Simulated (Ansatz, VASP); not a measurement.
# Two plane-wave programs on HfSi2B2

INCAR

```
SYSTEM = HfSi2B2
PREC = Accurate ; ENCUT = 520
EDIFF = 1E-6 ; ISMEAR = 0
SIGMA = 0.1 ; LREAL = .FALSE.
LASPH = .TRUE. ; NELM = 60
ALGO = Normal ; ISIF = 2
LWAVE = .FALSE. ; LCHARG = .TRUE.
GGA = PE ; LELF = .TRUE.
LVHAR = .TRUE. ; NBANDS = 20
```

Contents of KPOINTS:

```
regular mesh
0
G
  6 6 6
  0 0 0
```

POSCAR

```
HfSi2B2
1.0
   -1.8326717700      1.8326717700      4.6217082500
    1.8326717700     -1.8326717700      4.6217082500
    1.8326717700      1.8326717700     -4.6217082500
Hf Si B
1 2 2
Direct
    0.0000000000      0.0000000000      0.0000000000
    0.7500000000      0.2500000000      0.5000000000
    0.2500000000      0.7500000000      0.5000000000
    0.3779999900      0.3779999900      0.0000000000
    0.6220000100      0.6220000100      0.0000000000
```

Input for Ansatz:

```yaml
crystal:
  lattice:
    - [-1.83267177, 1.83267177, 4.62170825]
    - [1.83267177, -1.83267177, 4.62170825]
    - [1.83267177, 1.83267177, -4.62170825]
  atoms:
    - { symbol: Hf, position: [0.0, 0.0, 0.0] }
    - { symbol: Si, position: [0.75, 0.25, 0.5] }
    - { symbol: Si, position: [0.25, 0.75, 0.5] }
    - { symbol: B, position: [0.37799999, 0.37799999, 0.0] }
    - { symbol: B, position: [0.62200001, 0.62200001, 0.0] }
basis:
  ecutwfc: 420
kpoints:
  mp_grid: { grid: [6, 6, 6] }
hamiltonian:
  xc: pbe
scf:
  occupations: { method: gaussian, width: 0.1 }
  lower_state_search: "off"
output:
  forces: true
  stress: true
  eigenvalues: true
```

Change from the starting cell: species swapped into the PrSi2Ag2 type (I4/mmm, No. 139).

Alike in both runs: task single point; functional PBE; k mesh 6 × 6 × 6; occupations gaussian, width 0.1 eV; no spin polarisation.

```csv
,VASP,Ansatz
version,VASP 6.6.1,Ansatz 0.2.0
potentials or method,"VASP PAW PBE potentials, release 64 (Hf_pv, Si, B), cutoff 520 eV","scalar-relativistic, plane waves, PAW"
valence electrons in the cell,24,40
```

Ansatz gave:

| Quantity | Value |
| --- | --- |
| gap on the k mesh at the Fermi level (eV) | none |
| pressure (GPa) | -11.9 |
| traceless stress, the component that is largest in VASP (GPa) | -1.90 |
| rms of the force components (eV/Å) | 0.339 |

Question: Which values does VASP return?

Answer: gap on the k mesh at the Fermi level (eV): none; pressure (GPa): -12.4; traceless stress, the component that is largest in VASP (GPa): -1.99; rms of the force components (eV/Å): 0.340.

Atom by atom the forces differ by 0.001 eV/Å (rms over components). A gap of «none» marks a metal or a gap that the smearing closes. VASP's potentials hold 24 valence electrons a cell and Ansatz's 40, so a difference there can come from the potentials and not from the codes.

The k mesh is coarse, so the values compare programs but aren't converged. Spin-orbit coupling is off throughout.
